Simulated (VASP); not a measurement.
ScAl, 2 atoms in the cell. Symmetry: Pm-3m, No. 221, cubic system. The conventional cell has a = 3.335 Å, b = 3.335 Å, c = 3.335 Å, α = 90.00°, β = 90.00°, γ = 90.00°. Within 3.8 Å of Sc (site symmetry m-3m) lie 8 Al at 2.89 Å and 6 Sc at 3.34 Å. Within 3.8 Å of Al (site symmetry m-3m) lie 8 Sc at 2.89 Å and 6 Al at 3.34 Å.  This cell differs from its parent crystal: volume scaled by 0.97.

- Program: VASP 6.6.1
- Task: single point
- Functional: r2SCAN
- Potentials or basis: VASP PAW PBE potentials, release 64 (Sc_sv, Al)
- Cutoff: 520 eV
- k mesh: 12 × 12 × 12
- Occupations: gaussian, width 0.1 eV
- Spin: no spin polarisation
- Dipole correction: no
- Further INCAR settings: ALGO = Normal; EDIFF = 1e-06; NBANDS = 14

Potentials or basis: VASP PAW PBE potentials, release 64 (Sc_sv, Al).

Run with:

```bash
$ cat potpaw_PBE.64/Sc_sv/POTCAR potpaw_PBE.64/Al/POTCAR > POTCAR
$ cp INCAR.step1 INCAR
$ mpirun -np 1 vasp_std > vasp.out
$ cp INCAR.step2 INCAR
$ mpirun -np 1 vasp_std > vasp.out
```

Hardware: 1 thread of Intel(R) Xeon(R) Platinum 8488C (Sapphire Rapids) (shared host).

Question: Estimate the wall time of this run.

Answer: Wall time 85 s on 1 thread of Intel(R) Xeon(R) Platinum 8488C (Sapphire Rapids) (shared host), peak memory 0.19 GiB. Counts: k points 84.
